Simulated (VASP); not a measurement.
Set up this calculation in VASP 6.6.1, as the native input.

```yaml
Task: single point
Functional: PBEsol
Potentials_or_basis: VASP PAW PBE potentials, release 64 (Si)
Cutoff: 500 eV
k_mesh: 3 × 4 × 3
Occupations: fermi-dirac, width 0.15 eV
Spin: no spin polarisation
Dipole_correction: no
Further_INCAR_settings: ALGO = Normal; EDIFF = 1e-06; NBANDS = 36
```

The structure of Si lies in POSCAR:

```
Si
1.0
   -4.8807447900      4.8807447900      3.9609895500
    3.2538298600     -3.2538298600      2.6406597000
    3.2538298600      3.2538298600     -2.6406597000
Si
12
Direct
    0.0000000000      0.0000000000      0.0000000000
    0.0000000000      0.0000000000      0.5000000000
    0.0000000000      0.5000000000      0.0000000000
    0.0000000000      0.5000000000      0.5000000000
    0.3333333333      0.0000000000      0.0000000000
    0.3333333333      0.0000000000      0.5000000000
    0.3333333333      0.5000000000      0.0000000000
    0.3333333333      0.5000000000      0.5000000000
    0.6666666667      0.0000000000      0.0000000000
    0.6666666667      0.0000000000      0.5000000000
    0.6666666667      0.5000000000      0.0000000000
    0.6666666667      0.5000000000      0.5000000000
```

These files were run (other wordings do the same):

INCAR

```
  PREC = Accurate
  ENCUT = 500
  EDIFF = 1E-6
  ISMEAR = -1
  SIGMA = 0.15
  LREAL = False
  LASPH = True
  NELM = 120
  ALGO = Normal
  ISIF = 2
  LWAVE = False
  LCHARG = False
  GGA = PS
  NBANDS = 36
  GGA_COMPAT = False
```

KPOINTS

```
regular mesh
0
Gamma
  3 4 3
```

Potentials or basis: VASP PAW PBE potentials, release 64 (Si).

Launch:

```console
$ cat potpaw_PBE.64/Si/POTCAR > POTCAR
$ mpirun -np 1 vasp_std > vasp.out
```

Results of the run:

| Property | Result |
| --- | --- |
| Pressure | 0.9 GPa |
| Band gap on the k mesh | zero (bands 24 and 25 overlap by 1.47 eV) |

Caveat: the k points lie up to 0.43 Å⁻¹ apart, too coarse for converged energies and pressures of a metal; the PAW data sets were made with another functional, which shifts forces and pressure a little.

Wall time 51 s on 1 thread of Intel(R) Xeon(R) 6975P-C (Granite Rapids) (shared host), peak memory 0.31 GiB.
